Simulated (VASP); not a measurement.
Mo, 1 atom in the cell. It takes space group Cmmm (No. 65, orthorhombic). Conventional cell: a = 2.804 Å, b = 4.620 Å, c = 2.555 Å, α = 90.00°, β = 90.00°, γ = 90.00°. Mo (site symmetry mmm) has 8 Mo at 2.56 to 2.80 Å within 3.4 Å.  This cell differs from its parent crystal: strain +0.0250 x Voigt [1, -1, 0, 0, 0, 0].

- Program: VASP 6.6.1
- Task: single point
- Functional: PBEsol
- Potentials or basis: VASP PAW PBE potentials, release 64 (Mo_sv)
- Cutoff: 520 eV
- k mesh: 18 × 18 × 18
- Occupations: gaussian, width 0.15 eV
- Spin: no spin polarisation
- Dipole correction: no
- Further INCAR settings: ALGO = Fast; EDIFF = 1e-06; NBANDS = 13

Potentials or basis: VASP PAW PBE potentials, release 64 (Mo_sv).

The run is started by

```bash
$ cat potpaw_PBE.64/Mo_sv/POTCAR > POTCAR
$ mpirun -np 1 vasp_std > vasp.out
```

Hardware: 1 thread of Intel(R) Xeon(R) Platinum 8488C (Sapphire Rapids), with other jobs on the host.

**Question.** Estimate the wall time of this run.

**Answer.** Wall time 67 s on 1 thread of Intel(R) Xeon(R) Platinum 8488C (Sapphire Rapids), with other jobs on the host, peak memory 0.28 GiB. Counts: scf iterations 12, k points 910.
